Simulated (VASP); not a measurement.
Wanted: the native input for a VASP 6.6.1 run.

```
Task                   : single point
Functional             : PBE
Potentials or basis    : VASP PAW PBE potentials, release 64 (Cu, Au)
Cutoff                 : 520 eV
k mesh                 : 3 × 3 × 2
Occupations            : gaussian, width 0.0680285 eV
Spin                   : collinear spin, ferromagnetic start
Starting moments       : [-5.0, 0.0] μB
Hubbard terms          : Cu d U = 4.3 eV, J = 0.69 eV
Dipole correction      : no
LDAUTYPE               : 1
Hund's J               : 0.69
Further INCAR settings : ALGO = Normal; EDIFF = 1e-06; NBANDS = 22
```

The structure of CuAu lies in POSCAR:

```
CuAu
1.0
    2.8000000000      0.0000000000      0.0000000000
    0.0000000000      2.8000000000      0.0000000000
    0.0000000000      0.0000000000      3.6700000000
Cu Au
1 1
Direct
    0.5000000000      0.5000000000      0.5000000000
    0.0000000000      0.0000000000      0.0000000000
```

The input as run:

INCAR

```
SYSTEM = CuAu
ALGO = Normal ; EDIFF = 1E-6
ENCUT = 520 ; GGA = PE
ISIF = 2 ; ISMEAR = 0
ISPIN = 2 ; LASPH = .True.
LCHARG = .False. ; LDAU = .True.
LDAUJ = 0.69 0 ; LDAUL = 2 -1
LDAUPRINT = 1 ; LDAUTYPE = 1
LDAUU = 4.3 0 ; LMAXMIX = 4
LORBIT = 11 ; LREAL = .False.
LWAVE = .False. ; MAGMOM = -5 0
NBANDS = 22 ; NELM = 150
PREC = Accurate ; SIGMA = 0.06802846561497
```

KPOINTS

```
k-points
0
Gamma
  3 3 2
  0 0 0
```

Potentials or basis: VASP PAW PBE potentials, release 64 (Cu, Au).

Launch:

```sh
$ cat potpaw_PBE.64/Cu/POTCAR potpaw_PBE.64/Au/POTCAR > POTCAR
$ mpirun -np 1 vasp_std > vasp.out
```

It gave:

The pressure is 3.9 GPa, the net moment is -0.09 μB per cell and the site moments are Cu -0.03; Au -0.03 μB. The valence electrons inside the program's atomic spheres are Cu 10.00; Au 9.75.

Caveat: the k points lie up to 0.86 Å⁻¹ apart; the U is typed as a test and isn't derived for this compound.

It took 16 s on 1 thread of Intel(R) Xeon(R) Platinum 8488C (Sapphire Rapids), with other jobs on the host, peak memory 0.15 GiB.
